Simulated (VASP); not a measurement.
Write the native input for VASP 6.6.1 that does the following.

* Task: single point
* Functional: LDA
* Potentials or basis: VASP PAW LDA potentials, release 64 (B_h, N_h)
* Cutoff: 1330 eV
* k mesh: 9 × 9 × 4
* Occupations: gaussian, width 0.1 eV
* Spin: no spin polarisation
* Dipole correction: no
* Further INCAR settings: ALGO = Normal; EDIFF = 1e-06; NBANDS = 16

The structure of BN lies in POSCAR:

```
BN
1.0
    2.5539396000      0.0000000000      0.0000000000
   -1.2769698000      2.2117765700      0.0000000000
    0.0000000000      0.0000000000      4.2268550000
B N
2 2
Direct
    0.6666666700      0.3333333300      0.9997240000
    0.3333333300      0.6666666700      0.4997240000
    0.6666666700      0.3333333300      0.6252760000
    0.3333333300      0.6666666700      0.1252760000
```

One way to write it, as run:

INCAR

```
SYSTEM = BN
PREC = Accurate ; ENCUT = 1330
EDIFF = 1E-6 ; ISMEAR = 0
SIGMA = 0.1 ; LREAL = .FALSE.
LASPH = .TRUE. ; NELM = 120
ALGO = Normal ; ISIF = 2
LWAVE = .FALSE. ; LCHARG = .FALSE.
NBANDS = 16 ; GGA_COMPAT = .FALSE.
```

KPOINTS

```
regular mesh
0
G
  9 9 4
  0 0 0
```

Potentials or basis: VASP PAW LDA potentials, release 64 (B_h, N_h).

Run with:

```sh
$ cat potpaw_LDA.64/B_h/POTCAR potpaw_LDA.64/N_h/POTCAR > POTCAR
$ mpirun -np 1 vasp_std > vasp.out
```

It gave:

```json
{"Pressure": "-13.2 GPa", "Largest force": "0.022 eV/Å", "Band gap on the k mesh": "4.97 eV (least direct gap 8.10 eV)"}
```

Caveat: the cell stands under tension.

Run time: 23 s on 1 thread of AMD EPYC 9R45 96-Core Processor (Zen 5), with other jobs on the host, peak memory 0.16 GiB.
